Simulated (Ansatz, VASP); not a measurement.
**One calculation of Mg, two programs**

INCAR

```
SYSTEM = Mg
PREC = Accurate ; ENCUT = 520
EDIFF = 1E-7 ; ISMEAR = 0
SIGMA = 0.15 ; LREAL = .FALSE.
LASPH = .TRUE. ; NELM = 100
ALGO = Fast ; ISIF = 2
LWAVE = .FALSE. ; LCHARG = .FALSE.
GGA = PE ; NBANDS = 9
```

KPOINTS

```
regular mesh
0
G
  18 18 10
  0 0 0
```

Contents of POSCAR:

```
Mg
1.0
    3.2092715325      0.0000000000      0.0000000000
   -1.6046357662      2.7793106748      0.0000000000
    0.0000000000      0.0000000000      5.2103300000
Mg
2
Direct
    0.3037016277      0.7476219920      0.2500000000
    0.6666666667      0.3333333333      0.7500000000
```

Input for Ansatz:

```yaml
crystal:
  lattice:
    - [3.2092715325, 0.0, 0.0]
    - [-1.6046357662, 2.7793106748, 0.0]
    - [0.0, 0.0, 5.21033]
  atoms:
    - { symbol: Mg, position: [0.3037016277, 0.747621992, 0.25] }
    - { symbol: Mg, position: [0.6666666667, 0.3333333333, 0.75] }
basis:
  ecutwfc: 420
kpoints:
  mp_grid: { grid: [18, 18, 10] }
hamiltonian:
  xc: pbe
scf:
  occupations: { method: gaussian, width: 0.15 }
output:
  forces: true
  stress: true
  eigenvalues: true
```

Alike in both runs: task single point; functional PBE; k mesh 18 × 18 × 10; occupations gaussian, width 0.15 eV; no spin polarisation.

|  | VASP | Ansatz |
| --- | --- | --- |
| version | VASP 6.6.1 | Ansatz 0.2.0 |
| potentials or method | VASP PAW PBE potentials, release 64 (Mg), cutoff 520 eV | scalar-relativistic, plane waves, PAW |
| valence electrons in the cell | 4 | 20 |

|  | VASP | Ansatz | Ansatz less VASP |
| --- | --- | --- | --- |
| gap on the k mesh at the Fermi level (eV) | none | none | - |
| pressure (GPa) | -0.4 | -0.3 | +0.12 |
| traceless stress, the component that is largest in VASP (GPa) | -0.70 | -0.70 | -0.002 |
| rms of the force components (eV/Å) | 0.094 | 0.094 | -0.0001 |

Atom by atom the forces differ by 0.000 eV/Å (rms over components). A gap of «none» marks a metal or a gap that the smearing closes. VASP's potentials hold 4 valence electrons a cell and Ansatz's 20, so a difference there can come from the potentials and not from the codes.
